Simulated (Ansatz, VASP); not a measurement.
## ZnCu: VASP beside Ansatz

The input INCAR:

```
SYSTEM = ZnCu
PREC = Accurate
ENCUT = 520
EDIFF = 1E-7
ISMEAR = 0
SIGMA = 0.15
LREAL = .False.
LASPH = .True.
NELM = 80
ALGO = Fast
ISIF = 2
LWAVE = .False.
LCHARG = .False.
GGA = PE
NBANDS = 18
```

KPOINTS

```
regular mesh
0
Gamma
  16 16 16
  0 0 0
```

POSCAR

```
ZnCu
1.0
    2.9450000000      0.0000000000      0.0000000000
    0.0000000000      2.9450000000      0.0000000000
    0.0000000000      0.0000000000      2.9450000000
Zn Cu
1 1
Direct
    0.5339558574      0.5000000000      0.5000000000
    0.0000000000      0.0000000000      0.0000000000
```

Input for Ansatz:

```yaml
crystal:
  lattice:
    - [2.945, 0.0, 0.0]
    - [0.0, 2.945, 0.0]
    - [0.0, 0.0, 2.945]
  atoms:
    - { symbol: Zn, position: [0.5339558574, 0.5, 0.5] }
    - { symbol: Cu, position: [0.0, 0.0, 0.0] }
basis:
  ecutwfc: 420
kpoints:
  mp_grid: { grid: [16, 16, 16] }
hamiltonian:
  xc: pbe
scf:
  occupations: { method: gaussian, width: 0.15 }
output:
  forces: true
  stress: true
  eigenvalues: true
```

Change from the starting cell: all Zn atoms moved -0.100 Å, as atom 1 towards its neighbour atom 1 (Zn) at 2.945 Å.

Alike in both runs: task single point; functional PBE; k mesh 16 × 16 × 16; occupations gaussian, width 0.15 eV; no spin polarisation.

|  | VASP | Ansatz |
| --- | --- | --- |
| version | VASP 6.6.1 | Ansatz 0.2.0 |
| potentials or method | VASP PAW PBE potentials, release 64 (Zn, Cu), cutoff 520 eV | scalar-relativistic, plane waves, PAW |
| valence electrons in the cell | 23 | 31 |

Ansatz gave:

- gap on the k mesh at the Fermi level (eV): none
- pressure (GPa): 2.9
- traceless stress, the component that is largest in VASP (GPa): -0.38
- rms of the force components (eV/Å): 0.277

Task: What did VASP give for the same quantities?

Result: gap on the k mesh at the Fermi level (eV): none; pressure (GPa): 3.4; traceless stress, the component that is largest in VASP (GPa): -0.39; rms of the force components (eV/Å): 0.281.

Atom by atom the forces differ by 0.004 eV/Å (rms over components). A gap of «none» marks a metal or a gap that the smearing closes. VASP's potentials hold 23 valence electrons a cell and Ansatz's 31, so a difference there can come from the potentials and not from the codes.
